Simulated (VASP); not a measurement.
# Al2InN3 (Cmc2_1) in VASP: single point with r2SCAN

Aim: the single point of Al2InN3 with r2SCAN.

Everything below comes from runs of VASP 6.6.1. Logs are shortened: lines on timing, memory, paths and dates and some standing lists are left out, and cuts for length are marked.

### Step 1. The cell of the first run

The structure is orthorhombic, space group Cmc2_1 (No. 36). The conventional cell has a = 9.759 Å, b = 5.612 Å, c = 5.199 Å, α = 90.00°, β = 90.00°, γ = 90.00°. Within 2.5 Å of Al (site symmetry 1) lie 4 N at 1.89 to 1.90 Å. In (site symmetry m) has 4 N at 2.16 to 2.19 Å within 2.9 Å. Within 2.5 Å of N (site symmetry 1) lie 3 Al at 1.89 to 1.90 Å and 1 In at 2.16 Å. Within 2.5 Å of N (site symmetry m) lie 2 Al at 1.89 Å and 2 In at 2.17 to 2.19 Å.

### Step 2. Single point, r2SCAN

Contents of POSCAR:

```
Al2InN3
1.0
    4.8795991656     -2.8059929006      0.0000000000
    4.8795991656      2.8059929006      0.0000000000
    0.0000000000      0.0000000000      5.1990233826
Al In N
4 2 6
Direct
    0.0084238187      0.3349007092      0.9916739679
    0.6650992908      0.9915761813      0.9916739679
    0.9915761813      0.6650992908      0.4916739679
    0.3349007092      0.0084238187      0.4916739679
    0.3220090135      0.6779909865      0.9861457945
    0.6779909865      0.3220090135      0.4861457945
    0.0364567404      0.3336017695      0.3561189246
    0.6663982305      0.9635432596      0.3561189246
    0.9635432596      0.6663982305      0.8561189246
    0.3336017695      0.0364567404      0.8561189246
    0.2985867861      0.7014132139      0.4062683905
    0.7014132139      0.2985867861      0.9062683905
```

Contents of INCAR.step1:

```
SYSTEM = Al2InN3
PREC = Accurate
ENCUT = 520
ISMEAR = 0
SIGMA = 0.02
LREAL = .FALSE.
LASPH = .TRUE.
NELM = 80
NBANDS = 46
GGA = PE
ALGO = Normal
EDIFF = 1E-4
LWAVE = .TRUE.
LCHARG = .FALSE.
```

Contents of INCAR.step2:

```
SYSTEM = Al2InN3
PREC = Accurate
ENCUT = 520
EDIFF = 1E-6
ISMEAR = 0
SIGMA = 0.02
LREAL = .FALSE.
LASPH = .TRUE.
NELM = 80
ALGO = Normal
ISIF = 2
LWAVE = .FALSE.
LCHARG = .FALSE.
METAGGA = R2SCAN
LMIXTAU = .TRUE.
NBANDS = 46
ISTART = 1
```

Contents of KPOINTS:

```
regular mesh
0
G
  6 6 6
  0 0 0
```

Potentials or basis: VASP PAW PBE potentials, release 64 (Al, In_d, N).

On the command line:

```console
cat potpaw_PBE.64/Al/POTCAR potpaw_PBE.64/In_d/POTCAR potpaw_PBE.64/N/POTCAR > POTCAR
cp INCAR.step1 INCAR
mpirun -np 1 vasp_std > vasp.out
cp INCAR.step2 INCAR
mpirun -np 1 vasp_std > vasp.out
```

OUTCAR:

```text
SYSTEM = Al2InN3
   PREC = Accurate
   ENCUT = 520
   EDIFF = 1E-6
   ISMEAR = 0
   LREAL = .FALSE.
   LASPH = .TRUE.
   NELM = 80
   ISIF = 2
   METAGGA = R2SCAN
   ISTART = 1

 ion  position               nearest neighbor table
   1  0.008  0.335  0.992-   9 1.89  10 1.89  12 1.89   7 1.90   3 3.17   3 3.17   4 3.18   4 3.18
                             6 3.20   2 3.20   2 3.20   5 3.20   5 3.21   6 3.24   5 3.34   2 3.35
   2  0.665  0.992  0.992-  10 1.89   9 1.89  12 1.89   8 1.90   4 3.17   4 3.17   3 3.18   3 3.18
                             6 3.20   1 3.20   1 3.20   5 3.20   5 3.21   6 3.24   5 3.34   1 3.35
   3  0.992  0.665  0.492-   7 1.89   8 1.89  11 1.89   9 1.90   1 3.17   1 3.17   2 3.18   2 3.18
                             5 3.20   4 3.20   4 3.20   6 3.20   6 3.21   5 3.24   6 3.34   4 3.35
   4  0.335  0.008  0.492-   8 1.89   7 1.89  11 1.89  10 1.90   2 3.17   2 3.17   1 3.18   1 3.18
                             5 3.20   3 3.20   3 3.20   6 3.20   6 3.21   5 3.24   6 3.34   3 3.35
   5  0.322  0.678  0.986-   9 2.16  10 2.16  12 2.17  11 2.19   3 3.20   4 3.20   1 3.20   2 3.20
                             2 3.21   1 3.21   4 3.24   3 3.24   6 3.28   6 3.28   2 3.34   1 3.34
   6  0.678  0.322  0.486-   7 2.16   8 2.16  11 2.17  12 2.19   1 3.20   2 3.20   4 3.20   3 3.20
                             4 3.21   3 3.21   2 3.24   1 3.24   5 3.28   5 3.28   4 3.34   3 3.34
   7  0.036  0.334  0.356-   3 1.89   4 1.89   1 1.90   6 2.16
   8  0.666  0.964  0.356-   4 1.89   3 1.89   2 1.90   6 2.16
   9  0.964  0.666  0.856-   1 1.89   2 1.89   3 1.90   5 2.16
  10  0.334  0.036  0.856-   2 1.89   1 1.89   4 1.90   5 2.16
  11  0.299  0.701  0.406-   3 1.89   4 1.89   6 2.17   5 2.19
  12  0.701  0.299  0.906-   1 1.89   2 1.89   5 2.17   6 2.19

  LATTYP: Found a base centered orthorhombic cell.
 ALAT       =     5.6119858012
 B/A-ratio  =     1.7389919855
 C/A-ratio  =     0.9264142082

  Lattice vectors:

 A1 = (  -4.8795991656,  -2.8059929006,   0.0000000000)
 A2 = (   4.8795991656,  -2.8059929006,   0.0000000000)
 A3 = (   0.0000000000,   0.0000000000,   5.1990233826)

Analysis of symmetry for initial positions (statically):
=====================================================================
 Subroutine PRICEL returns:
 Original cell was already a primitive cell.

 Routine SETGRP: Setting up the symmetry group for a
 base centered orthorhombic supercell.

 Subroutine GETGRP returns: Found  4 space group operations
 (whereof  2 operations were pure point group operations)
 out of a pool of  8 trial point group operations.

The static configuration has the point symmetry C_1h.
 The point group associated with its full space group is C_2v.

Analysis of symmetry for dynamics (positions and initial velocities):
=====================================================================
 Subroutine PRICEL returns:
 Original cell was already a primitive cell.

 Routine SETGRP: Setting up the symmetry group for a
 base centered orthorhombic supercell.

 Subroutine GETGRP returns: Found  4 space group operations
 (whereof  2 operations were pure point group operations)
 out of a pool of  8 trial point group operations.

The dynamic configuration has the point symmetry C_1h.
 The point group associated with its full space group is C_2v.

 Subroutine INISYM returns: Found  4 space group operations
 (whereof  2 operations are pure point group operations),
 and found     1 'primitive' translations

----------------------------------------------------------------------------------------

                                     Primitive cell

  volume of cell :     142.3713

  direct lattice vectors                    reciprocal lattice vectors
     4.879599166 -2.805992901  0.000000000     0.102467433 -0.178190045  0.000000000
     4.879599166  2.805992901  0.000000000     0.102467433  0.178190045  0.000000000
     0.000000000  0.000000000  5.199023383     0.000000000  0.000000000  0.192343817

  length of vectors
     5.628861712  5.628861712  5.199023383     0.205551129  0.205551129  0.192343817

  position of ions in fractional coordinates (direct lattice)
     0.008423819  0.334900709  0.991673968
     0.665099291  0.991576181  0.991673968
     0.991576181  0.665099291  0.491673968
     0.334900709  0.008423819  0.491673968
     0.322009014  0.677990986  0.986145794
     0.677990986  0.322009014  0.486145794
     0.036456740  0.333601769  0.356118925
     0.666398231  0.963543260  0.356118925
     0.963543260  0.666398231  0.856118925
     0.333601769  0.036456740  0.856118925
[... 32 lines left out ...]

  Length of vectors
     0.034258522  0.034258522  0.032057303

  Shift w.r.t. Gamma in fractional coordinates (k-lattice)
     0.000000000  0.000000000  0.000000000

 Subroutine IBZKPT returns following result:
 ===========================================

 Found     52 irreducible k-points:

 Following reciprocal coordinates:
            Coordinates               Weight
  0.000000  0.000000  0.000000      1.000000
  0.166667  0.000000  0.000000      4.000000
  0.333333  0.000000  0.000000      4.000000
  0.500000  0.000000  0.000000      2.000000
  0.166667  0.166667  0.000000      2.000000
  0.333333  0.166667  0.000000      4.000000
[... 16 lines left out ...]
  0.333333  0.333333  0.166667      4.000000
  0.500000  0.333333  0.166667      8.000000
 [... further k-points ...]
   k-points           NKPTS =     52   k-points in BZ     NKDIM =     52   number of bands    NBANDS=     46
   number of dos      NEDOS =    301   number of ions     NIONS =     12
   total plane-waves  NPLWV =  70560
   dimension x,y,z NGX =    42 NGY =   42 NGZ =   40
   dimension x,y,z NGXF=    84 NGYF=   84 NGZF=   80
   ions per type =               4   2   6
   NGX,Y,Z   is equivalent  to a cutoff of  12.40, 12.40, 12.79 a.u.
   NGXF,Y,Z  is equivalent  to a cutoff of  24.81, 24.81, 25.58 a.u.
 SYSTEM =  Al2InN3
   PREC   = accura    normal or accurate (medium, high low for compatibility)
   ISTART =      1    job   : 0-new  1-cont  2-samecut
   ICHARG =      0    charge: 1-file 2-atom 10-const
   ISPIN  =      1    spin polarized calculation?
   LNONCOLLINEAR =      F non collinear calculations
   LSORBIT =      F    spin-orbit coupling
   LASPH  =      T    aspherical Exc in radial PAW
   ENCUT  =  520.0 eV  38.22 Ry    6.18 a.u.  10.47 10.47  9.67*2*pi/ulx,y,z
   NELM   =     80;   NELMIN=  2; NELMDL=  0     # of ELM steps
   EDIFF  = 0.1E-05   stopping-criterion for ELM
   LREAL  =      F    real-space projection
   EDIFFG = 0.1E-04   stopping-criterion for IOM
   NSW    =      0    number of steps for IOM
   IBRION =     -1    ionic relax: 0-MD 1-quasi-New 2-CG
   NFREE  =      0    steps in history (QN), initial steepest desc. (CG)
   ISIF   =      2    stress and relaxation
   ISYM   =      2    0-nonsym 1-usesym 2-fastsym
   POTIM  = 0.5000    time-step for ionic-motion
   TEBEG  =    0.0;   TEEND  =   0.0 temperature during run
   PSTRESS=    0.0 pullay stress
   NELECT =      68.0000    total number of electrons
   NUPDOWN=      -1.0000    fix difference up-down
   EMIN   =  10.00;   EMAX   =-10.00  energy-range for DOS
   EFERMI =   0.00;   METHOD = LEGACY
   ISMEAR =     0;   SIGMA  =   0.02  broadening in eV -4-tet -1-fermi 0-gaus
   EFERMI_NEDOS =   21; number of points for ismear=-14 and -15
   IALGO  =     38    algorithm
   IMIX   =      4    mixing-type and parameters
     AMIX     =   0.40;   BMIX     =  1.00
     AMIX_MAG =   1.60;   BMIX_MAG =  1.00
  volume/ion in A,a.u.               =      11.86        80.06
  Fermi-wavevector in a.u.,A,eV,Ry     =   1.279687  2.418257 22.280873  1.637598
  Thomas-Fermi vector in A             =   2.412158
   LORBIT       =      0    0 simple, 1 ext, 2 COOP (PROOUT), +10 PAW based schemes
   METAGGA = R2SCAN    functional components
   LHFCALC =     F    Hartree Fock is set to
   AEXX    =    0.0000 exact exchange contribution
   IVDW    =     0    specifies the selected vdW correction
   LEPSILON=     F    determine dielectric tensor
   LRPA    =     F    only Hartree local field effects (RPA)
 non-spin polarized calculation
 Gauss-broadening in eV      SIGMA  =   0.02
  energy-cutoff  :      520.00
  volume of cell :      142.37
 maximum number of plane-waves:      3857
 NGX is ok and might be reduce to    42
   NGX = 21   NGY = 21   NGZ = 19

 number of electron      68.0000001 magnetization

 Free energy of the ion-electron system (eV)
  ---------------------------------------------------
  ext. energy  EPLUGINS =         0.00000000
  ---------------------------------------------------
  free energy    TOTEN  =      -140.70381811 eV

  energy without entropy =     -140.70381811  energy(sigma->0) =     -140.70381811

 E-fermi :   6.1711     XC(G=0): -11.5565

 val. band max:        6.0818031356   @ k =   0.0000   0.0000   0.0000
 cond. band min:       8.8669615686   @ k =   0.0000   0.0000   0.0000
 fundamental gap:      2.7851584330
 Fermi energy:         6.1711342703

 k-point     1 :       0.0000    0.0000    0.0000
  band No.  band energies     occupation
      1      -9.5210      2.00000
      2      -8.8153      2.00000
      3      -8.4473      2.00000
      4      -8.2539      2.00000
      5      -8.2039      2.00000
      6      -8.0761      2.00000
[... 1165 lines left out ...]
     45      16.1108      0.00000
     46      16.3485      0.00000

 [... further k-points ...]

------------------------ aborting loop because EDIFF is reached ----------------------------------------

  FORCE on cell =-STRESS in cart. coord.  units (eV):
  Direction    XX          YY          ZZ          XY          YZ          ZX
  --------------------------------------------------------------------------------------
  -------------------------------------------------------------------------------------
  Total       -0.0349681     -0.0477307     -0.0146867      0.0000000      0.0000000      0.0000000
  in kB       -0.3935141     -0.5371379     -0.1652767      0.0000000      0.0000000      0.0000000
  external PRESSURE =      -0.3653096 kB  Pullay stress =       0.0000000 kB

 VOLUME and BASIS-vectors are now :
 -----------------------------------------------------------------------------
  energy-cutoff  :      520.00
  volume of cell :      142.37
      direct lattice vectors                 reciprocal lattice vectors
     4.879599166 -2.805992901  0.000000000     0.102467433 -0.178190045  0.000000000
     4.879599166  2.805992901  0.000000000     0.102467433  0.178190045  0.000000000
     0.000000000  0.000000000  5.199023383     0.000000000  0.000000000  0.192343817

 POSITION                                       TOTAL-FORCE (eV/Angst)
 -----------------------------------------------------------------------------------
      1.67529      0.91609      5.15574        -0.001200      0.000954     -0.003457
      8.08391      0.91609      5.15574         0.001200      0.000954     -0.003457
      8.08391     -0.91609      2.55622         0.001200     -0.000954     -0.003457
      1.67529     -0.91609      2.55622        -0.001200     -0.000954     -0.003457
      4.87960      0.99888      5.12700         0.000000      0.001293      0.000554
      4.87960     -0.99888      2.52748         0.000000     -0.001293      0.000554
      1.80574      0.83379      1.85147         0.036730     -0.018762     -0.013634
      7.95346      0.83379      1.85147        -0.036730     -0.018762     -0.013634
      7.95346     -0.83379      4.45098        -0.036730      0.018762     -0.013634
      1.80574     -0.83379      4.45098         0.036730      0.018762     -0.013634
      4.87960      1.13033      2.11220         0.000000      0.046088      0.033628
      4.87960     -1.13033      4.71171         0.000000     -0.046088      0.033628
 -----------------------------------------------------------------------------------
    total drift:                               -0.000000     -0.000000     -0.031634

  FREE ENERGIE OF THE ION-ELECTRON SYSTEM (eV)
  ---------------------------------------------------
  free  energy   TOTEN  =      -140.7038181130 eV

  energy  without entropy=     -140.7038181130  energy(sigma->0) =     -140.70381811
```

Wall time 40 min (1 thread of Intel Xeon 8259CL, shared host); peak memory 0.46 GiB.

Results:

* Free energy: -140.7038 eV
* Pressure: 0.0 GPa
* Largest force: 0.057 eV/Å
* Band gap on the k mesh: 2.79 eV

Forces on the atoms (eV/Å):
```
Al  -0.001  0.001 -0.003
Al   0.001  0.001 -0.003
Al   0.001 -0.001 -0.003
Al  -0.001 -0.001 -0.003
In   0.000  0.001  0.001
In   0.000 -0.001  0.001
N    0.037 -0.019 -0.014
N   -0.037 -0.019 -0.014
N   -0.037  0.019 -0.014
N    0.037  0.019 -0.014
N    0.000  0.046  0.034
N    0.000 -0.046  0.034
```

Caveat: the PAW data sets were made with another functional, which shifts forces and pressure a little; spin-orbit coupling is left out, which moves the levels of the heavy elements. A k mesh can miss the band edges.
